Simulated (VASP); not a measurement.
# SnTe (F-43m) in VASP: settings compared, part 3 of 3

VASP 6.6.1.

**5. Single point, r2SCAN**

This run uses another cell than the first one, of 46.01 Å³/atom, 0.941 times its volume.

POSCAR reads:

```
SnTe
1.0
    0.0000000000      3.5833394699      3.5833394699
    3.5833394699      0.0000000000      3.5833394699
    3.5833394699      3.5833394699      0.0000000000
Te Sn
1 1
Direct
    0.2500000000      0.2500000000      0.2500000000
    0.0000000000      0.0000000000      0.0000000000
```

INCAR.step1 reads:

```
SYSTEM = SnTe
  ALGO = Normal
  EDIFF = 1E-4
  ENCUT = 520
  GGA = PE
  ISMEAR = -1
  LASPH = .TRUE.
  LCHARG = .FALSE.
  LREAL = .FALSE.
  LWAVE = .TRUE.
  NBANDS = 17
  NELM = 100
  PREC = Accurate
  SIGMA = 0.05
```

INCAR.step2 reads:

```
SYSTEM = SnTe
  ALGO = Normal
  EDIFF = 1E-6
  ENCUT = 520
  ISIF = 2
  ISMEAR = -1
  ISTART = 1
  LASPH = .TRUE.
  LCHARG = .FALSE.
  LMIXTAU = .TRUE.
  LREAL = .FALSE.
  LWAVE = .FALSE.
  METAGGA = R2SCAN
  NBANDS = 17
  NELM = 100
  PREC = Accurate
  SIGMA = 0.05
```

KPOINTS reads:

```
k-points
0
G
  7 7 7
  0 0 0
```

Potentials or basis: VASP PAW PBE potentials, release 64 (Te, Sn_d).

Started as:

```
$ cat potpaw_PBE.64/Te/POTCAR potpaw_PBE.64/Sn_d/POTCAR > POTCAR
$ cp INCAR.step1 INCAR
$ mpirun -np 1 vasp_std > vasp.out
$ cp INCAR.step2 INCAR
$ mpirun -np 1 vasp_std > vasp.out
```

OUTCAR:

```text
SYSTEM = SnTe
   EDIFF = 1E-6
   ENCUT = 520
   ISIF = 2
   ISMEAR = -1
   ISTART = 1
   LASPH = .TRUE.
   LREAL = .FALSE.
   METAGGA = R2SCAN
   NELM = 100
   PREC = Accurate

 ion  position               nearest neighbor table
   1  0.250  0.250  0.250-   2 3.10   2 3.10   2 3.10   2 3.10
   2  0.000  0.000  0.000-   1 3.10   1 3.10   1 3.10   1 3.10

  LATTYP: Found a face centered cubic cell.
 ALAT       =     7.1666789398

  Lattice vectors:

 A1 = (   0.0000000000,   3.5833394699,   3.5833394699)
 A2 = (   3.5833394699,   0.0000000000,   3.5833394699)
 A3 = (   3.5833394699,   3.5833394699,   0.0000000000)

Analysis of symmetry for initial positions (statically):
=====================================================================
 Subroutine PRICEL returns:
 Original cell was already a primitive cell.

 Routine SETGRP: Setting up the symmetry group for a
 face centered cubic supercell.

 Subroutine GETGRP returns: Found 24 space group operations
 (whereof 24 operations were pure point group operations)
 out of a pool of 48 trial point group operations.

The static configuration has the point symmetry T_d .

Analysis of symmetry for dynamics (positions and initial velocities):
=====================================================================
 Subroutine PRICEL returns:
 Original cell was already a primitive cell.

 Routine SETGRP: Setting up the symmetry group for a
 face centered cubic supercell.

 Subroutine GETGRP returns: Found 24 space group operations
 (whereof 24 operations were pure point group operations)
 out of a pool of 48 trial point group operations.

The dynamic configuration has the point symmetry T_d .

 Subroutine INISYM returns: Found 24 space group operations
 (whereof 24 operations are pure point group operations),
 and found     1 'primitive' translations

----------------------------------------------------------------------------------------

                                     Primitive cell
[... 103 lines left out ...]
   IALGO  =     38    algorithm
   IMIX   =      4    mixing-type and parameters
     AMIX     =   0.40;   BMIX     =  1.00
     AMIX_MAG =   1.60;   BMIX_MAG =  1.00
  volume/ion in A,a.u.               =      46.01       310.50
  Fermi-wavevector in a.u.,A,eV,Ry     =   0.984284  1.860026 13.181515  0.968814
  Thomas-Fermi vector in A             =   2.115505
   LORBIT       =      0    0 simple, 1 ext, 2 COOP (PROOUT), +10 PAW based schemes
   METAGGA = R2SCAN    functional components
   LHFCALC =     F    Hartree Fock is set to
   AEXX    =    0.0000 exact exchange contribution
   IVDW    =     0    specifies the selected vdW correction
   LEPSILON=     F    determine dielectric tensor
   LRPA    =     F    only Hartree local field effects (RPA)
 non-spin polarized calculation
  energy-cutoff  :      520.00
  volume of cell :       92.02
 maximum number of plane-waves:      2509
 NGX is ok and might be reduce to    40
   NGX = 19   NGY = 19   NGZ = 19

 number of electron      20.0000006 magnetization

 Free energy of the ion-electron system (eV)
  ---------------------------------------------------
  ext. energy  EPLUGINS =         0.00000000
  ---------------------------------------------------
  free energy    TOTEN  =       -50.06811035 eV

  energy without entropy =      -50.06705084  energy(sigma->0) =      -50.06758059

 E-fermi :   3.3254     XC(G=0):  -8.0510

 val. band max:        3.1180836721   @ k =  -0.2857   0.4286   0.1429
 cond. band min:       3.4603684050   @ k =   0.4286   0.4286   0.0000
 fundamental gap:      0.3422847329
 Fermi energy:         3.3253864214

 k-point     1 :       0.0000    0.0000    0.0000
  band No.  band energies     occupation
      1     -19.2569      2.00000
      2     -19.2569      2.00000
      3     -19.2569      2.00000
      4     -19.2421      2.00000
      5     -19.2421      2.00000
      6      -8.8958      2.00000
[... 377 lines left out ...]
      4     -19.2426      2.00000
      5     -19.2416      2.00000
      6      -8.0435      2.00000
[... 9 lines left out ...]
     16      11.0435      0.00000
     17      12.4364      0.00000

------------------------ aborting loop because EDIFF is reached ----------------------------------------

  FORCE on cell =-STRESS in cart. coord.  units (eV):
  Direction    XX          YY          ZZ          XY          YZ          ZX
  --------------------------------------------------------------------------------------
  -------------------------------------------------------------------------------------
  Total        0.0031441      0.0031441      0.0031441     -0.0000000     -0.0000000     -0.0000000
  in kB        0.0547413      0.0547413      0.0547413     -0.0000000     -0.0000000     -0.0000000
  external PRESSURE =       0.0547413 kB  Pullay stress =       0.0000000 kB

 VOLUME and BASIS-vectors are now :
 -----------------------------------------------------------------------------
  energy-cutoff  :      520.00
  volume of cell :       92.02
      direct lattice vectors                 reciprocal lattice vectors
     0.000000000  3.583339470  3.583339470    -0.139534645  0.139534645  0.139534645
     3.583339470  0.000000000  3.583339470     0.139534645 -0.139534645  0.139534645
     3.583339470  3.583339470  0.000000000     0.139534645  0.139534645 -0.139534645

 POSITION                                       TOTAL-FORCE (eV/Angst)
 -----------------------------------------------------------------------------------
      1.79167      1.79167      1.79167         0.000000     -0.000000     -0.000000
      0.00000      0.00000      0.00000        -0.000000      0.000000      0.000000
 -----------------------------------------------------------------------------------
    total drift:                                0.000002      0.000002      0.000002

  FREE ENERGIE OF THE ION-ELECTRON SYSTEM (eV)
  ---------------------------------------------------
  free  energy   TOTEN  =       -50.0681103501 eV

  energy  without entropy=      -50.0670508399  energy(sigma->0) =      -50.06758059
```

OSZICAR.step1:

```text
N       E                     dE             d eps       ncg     rms          rms(c)
DAV:   1     0.120822403704E+03    0.12082E+03   -0.92095E+03   689   0.120E+03
DAV:   2     0.532764535658E+01   -0.11549E+03   -0.11251E+03   730   0.296E+02
DAV:   3    -0.681885723867E+01   -0.12147E+02   -0.12053E+02   851   0.913E+01
DAV:   4    -0.718559489205E+01   -0.36674E+00   -0.36656E+00   793   0.168E+01
DAV:   5    -0.720152404532E+01   -0.15929E-01   -0.15929E-01   973   0.337E+00    0.462E+00
DAV:   6    -0.706232225528E+01    0.13920E+00   -0.35029E-01   872   0.274E+00    0.301E+00
DAV:   7    -0.705938697323E+01    0.29353E-02   -0.83712E-02   742   0.109E+00    0.109E+00
DAV:   8    -0.706077792158E+01   -0.13909E-02   -0.10345E-02   781   0.692E-01    0.242E-01
DAV:   9    -0.706144826801E+01   -0.67035E-03   -0.24116E-03   728   0.310E-01    0.690E-02
DAV:  10    -0.706159996404E+01   -0.15170E-03   -0.41703E-04   788   0.109E-01    0.428E-02
DAV:  11    -0.706175016973E+01   -0.15021E-03   -0.26433E-04   692   0.693E-02    0.414E-02
DAV:  12    -0.706175064541E+01   -0.47568E-06   -0.70674E-06   532   0.182E-02
   1 F= -.70617506E+01 E0= -.70608870E+01  d E =-.172721E-02
```

It took 1.8 min on 1 thread of Intel Xeon Platinum 8488C (Sapphire Rapids), shared host; peak memory 0.26 GiB.

Results:

```yaml
Free_energy: -50.0681 eV
Pressure: 0.0 GPa
Band_gap_on_the_k_mesh: 0.34 eV, indirect (least direct gap 0.90 eV)
```

Caveat: the PAW data sets were made with another functional, which shifts forces and pressure a little; spin-orbit coupling is left out, which moves the levels of the heavy elements. A k mesh can miss the band edges.

**6. Relaxation of cell and atoms, LDA**

This run uses another cell than the first one, of 47.09 Å³/atom, 0.963 times its volume.

INCAR reads:

```
SYSTEM = SnTe
PREC = Accurate
ENCUT = 600
EDIFF = 1E-6
ISMEAR = -1
SIGMA = 0.05
LREAL = .FALSE.
LASPH = .TRUE.
NELM = 100
ALGO = Normal
ISIF = 3
LWAVE = .FALSE.
LCHARG = .FALSE.
IBRION = 2
NSW = 60
EDIFFG = -0.01
```

KPOINTS reads:

```
regular mesh
0
G
  7 7 7
  0 0 0
```

POSCAR reads:

```
SnTe
1.0
    0.0000000000      3.6111460000      3.6111460000
    3.6111460000      0.0000000000      3.6111460000
    3.6111460000      3.6111460000      0.0000000000
Te Sn
1 1
Direct
    0.2500000000      0.2500000000      0.2500000000
    0.0000000000      0.0000000000      0.0000000000
```

Potentials or basis: VASP PAW LDA potentials, release 64 (Te, Sn_d).

Started as:

```
$ cat potpaw_LDA.64/Te/POTCAR potpaw_LDA.64/Sn_d/POTCAR > POTCAR
$ mpirun -np 1 vasp_std > vasp.out
```

Run time: 71 s. Hardware: 1 thread of Intel Xeon Platinum 8488C (Sapphire Rapids), shared host; peak memory 0.22 GiB.

Results (log left out):

- Free energy: -8.0537 eV
- Relaxed volume: 43.08 Å³/atom
- Relaxed cell: a = 4.958 Å, b = 4.958 Å, c = 4.958 Å, α = 60.00°, β = 60.00°, γ = 60.00°
- Space group after relaxing (to 0.05 Å): F-43m (No. 216)
- Energy gained by relaxing: 29.0 meV/atom
- Ionic steps: 3
- Pressure after relaxing: 0.0 GPa

Step by step:
```
step  energy change (eV)  largest force (eV/Å)  pressure (GPa)  volume (Å³)
   1              0.0000                0.0000           -2.15        94.18
   2             -0.0580                0.0000            0.12        85.81
   3             -0.0581                0.0000           -0.01        86.16
```

Final structure:
```yaml
crystal:
  lattice:
    - [0.00000, 3.50556, 3.50556]
    - [3.50556, 0.00000, 3.50556]
    - [3.50556, 3.50556, 0.00000]
  atoms:
    - { symbol: Te, position: [0.25000, 0.25000, 0.25000] }
    - { symbol: Sn, position: [0.00000, 0.00000, 0.00000] }
```

Levels at points of the mesh, in eV from the Fermi level:
```csv
k point,band 8,band 9,band 10,band 11,band 12,band 13
"(0.00, 0.00, 0.00)",-2.06,-2.06,-2.06,0.97,0.97,0.97
```

Caveat: spin-orbit coupling is left out, which moves the levels of the heavy elements.

**7. The runs side by side**

| task | level | potentials or basis | cell | cutoff (eV) | gap on the mesh (eV) | pressure (GPa) |
| --- | --- | --- | --- | --- | --- | --- |
| single point | RPBE | VASP PAW PBE potentials, release 64 (Te, Sn_d) | a = 5.171 Å, angles 60.0°, 2 atoms | 520 | 0.50 | 0.0 |
| single point | revPBE | VASP PAW PBE potentials, release 64 (Te, Sn_d) | a = 5.154 Å, angles 60.0°, 2 atoms | 520 | 0.46 | 0.0 |
| single point | BLYP | VASP PAW PBE potentials, release 64 (Te, Sn_d) | a = 5.215 Å, angles 60.0°, 2 atoms | 520 | 0.49 | 0.1 |
| single point | r2SCAN | VASP PAW PBE potentials, release 64 (Te, Sn_d) | a = 5.068 Å, angles 60.0°, 2 atoms | 520 | 0.34 | 0.0 |
| relaxation of cell and atoms | LDA | VASP PAW LDA potentials, release 64 (Te, Sn_d) | relaxed from a = 5.107 Å, angles 60.0°, 2 atoms | 600 | - | 0.0 |

Alike in all rows: no spin polarisation; k mesh 7 × 7 × 7; smearing fermi-dirac 0.05 eV.

Caveats: spin-orbit coupling is left out, which moves the levels of the heavy elements; the PAW data sets were made with another functional, which shifts forces and pressure a little (some runs).

Absolute energies hang on the potentials; compare differences alone.
